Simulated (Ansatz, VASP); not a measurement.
**One calculation of MgO, two programs**

POSCAR

```
MgO
1.0
    0.0000000000      2.0970013927      2.0970013927
    2.0970013927      0.0000000000      2.0970013927
    2.0970013927      2.0970013927      0.0000000000
Mg O
1 1
Direct
    0.0000000000      0.0000000000      0.0000000000
    0.5000000000      0.5000000000      0.5000000000
```

The input INCAR.step1:

```
  ALGO = Normal
  EDIFF = 1E-5
  ENCUT = 520
  GGA = PE
  ISIF = 2
  ISMEAR = 0
  LASPH = T
  LREAL = F
  LWAVE = T
  NBANDS = 11
  NELM = 60
  PREC = Accurate
  SIGMA = 0.01
```

The input INCAR.step2:

```
  AEXX = 0.25
  ALGO = Normal
  EDIFF = 1E-6
  ENCUT = 520
  ISIF = 2
  ISMEAR = 0
  ISTART = 1
  IVDW = 13
  LASPH = T
  LCHARG = T
  LELF = T
  LHFCALC = T
  LMIXTAU = T
  LREAL = F
  LVHAR = T
  LWAVE = F
  METAGGA = R2SCAN
  NBANDS = 11
  NELM = 60
  PREC = Accurate
  PRECFOCK = Normal
  SIGMA = 0.01
  VDW_A1 = 0.4778
  VDW_A2 = 5.8779
  VDW_S6 = 1.0
  VDW_S8 = 0.8992
```

Contents of KPOINTS:

```
k-points
0
Gamma
  6 6 6
```

input.yaml

```yaml
crystal:
  lattice:
    - [0.0, 2.0970013927, 2.0970013927]
    - [2.0970013927, 0.0, 2.0970013927]
    - [2.0970013927, 2.0970013927, 0.0]
  atoms:
    - { symbol: Mg, position: [0.0, 0.0, 0.0] }
    - { symbol: O, position: [0.5, 0.5, 0.5] }
hamiltonian:
  xc: r2scan0
  pseudopotentials: { kind: paw }
  dispersion: d4
kpoints:
  mp_grid: { grid: [6, 6, 6] }
  band_path:
    path:
      - [[0.0, 0.0, 0.0], [0.5, 0.0, 0.5], [0.5, 0.25, 0.75], [0.375, 0.375, 0.75], [0.0, 0.0, 0.0], [0.5, 0.5, 0.5], [0.625, 0.25, 0.625], [0.5, 0.25, 0.75], [0.5, 0.5, 0.5], [0.375, 0.375, 0.75]]
      - [[0.625, 0.25, 0.625], [0.5, 0.0, 0.5]]
    npoints: 4
scf:
  occupations: { method: fixed }
  n_extra_bands: 6
output:
  forces: true
  stress: true
  eigenvalues: true
  fatbands: false
```

Alike in both runs: functional r2SCAN0; dispersion D4; k mesh 6 × 6 × 6; no spin polarisation.

|  | VASP | Ansatz |
| --- | --- | --- |
| version | VASP 6.6.1 | Ansatz 0.2.0 |
| potentials or method | VASP PAW PBE potentials, release 64 (Mg, O) | Ansatz PAW |
| plane-wave cutoff (eV) | 520 | 500 |
| occupations | gaussian, width 0.01 eV | fixed |
| valence electrons in the cell | 8 | 16 |
| task | single point | band structure |

```tsv
	VASP	Ansatz	Ansatz less VASP
gap on the k mesh at the Fermi level (eV)	7.93	7.96	+0.031
least direct gap on the mesh (eV)	7.93	7.96	+0.031
pressure (GPa)	-4.5	-3.8	+0.65
```

VASP's potentials were made for PBE, not for r2SCAN0. VASP's potentials hold 8 valence electrons a cell and Ansatz's 16, so a difference there can come from the potentials and not from the codes.

The k mesh is coarse, so the values compare programs but aren't converged.
